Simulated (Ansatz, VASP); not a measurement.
# BaZrO3 in VASP and in Ansatz

```
CELL_PARAMETERS angstrom
4.19134 0.00000 0.00000
0.00000 4.19134 0.00000
0.00000 0.00000 4.19134
ATOMIC_POSITIONS crystal
Ba 0.00000 0.00000 0.00000
Zr 0.50000 0.50000 0.50000
O 0.50000 0.50000 0.00000
O 0.50000 0.00000 0.50000
O 0.00000 0.50000 0.50000
```

Alike in both runs: task relaxation of cell and atoms; functional PBEsol; dispersion D3(BJ); k mesh 6 × 6 × 6; occupations fermi-dirac, width 0.05 eV; no spin polarisation.

|  | VASP | Ansatz |
| --- | --- | --- |
| version | VASP 6.6.1 | Ansatz 0.2.0 |
| potentials or method | VASP PAW PBE potentials, release 64 (Ba_sv, Zr_sv, O) | Ansatz PAW |
| plane-wave cutoff (eV) | 600 | 420 |
| valence electrons in the cell | 40 | 40 |

|  | VASP | Ansatz | Ansatz less VASP |
| --- | --- | --- | --- |
| gap on the k mesh at the Fermi level, each at its own relaxed structure (eV) | 3.15 | 3.21 | +0.066 |
| relaxed volume (Å³/atom) | 14.45 | 14.36 | -0.094 |
| relaxed length of the cell vector where the two differ most in proportion (Å) | 4.165 | 4.156 | -0.0090 |

VASP's potentials were made for PBE, not for PBEsol.

Spin-orbit coupling is off throughout. Noted on Ansatz's run: the plane-wave basis is chosen anew once the cell has moved, so the energies of steps on either side of that aren't comparable.
